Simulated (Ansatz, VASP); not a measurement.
**Al: VASP beside Ansatz**

```
Al
1.0
     2.89320    0.00000    0.00000
    -1.44660    2.50558    0.00000
     0.00000    0.00000   10.43870
Al
4
Direct
  0.00000 0.00000 0.00000
  0.33333 0.66667 0.25000
  0.00000 0.00000 0.50000
  0.66667 0.33333 0.75000
```

Alike in both runs: task single point; functional PBE; dispersion D3(BJ); k mesh 18 × 18 × 4; occupations gaussian, width 0.15 eV; no spin polarisation.

|  | VASP | Ansatz |
| --- | --- | --- |
| version | VASP 6.6.1 | Ansatz 0.2.0 |
| potentials or method | VASP PAW PBE potentials, release 64 (Al), cutoff 520 eV | scalar-relativistic, plane waves, PAW |
| valence electrons in the cell | 12 | 12 |

|  | VASP | Ansatz | Ansatz less VASP |
| --- | --- | --- | --- |
| gap on the k mesh at the Fermi level (eV) | none | none | - |
| pressure (GPa) | -9.4 | -9.4 | +0.01 |
| traceless stress, the component that is largest in VASP (GPa) | -2.00 | -2.01 | -0.008 |

A gap of «none» marks a metal or a gap that the smearing closes.
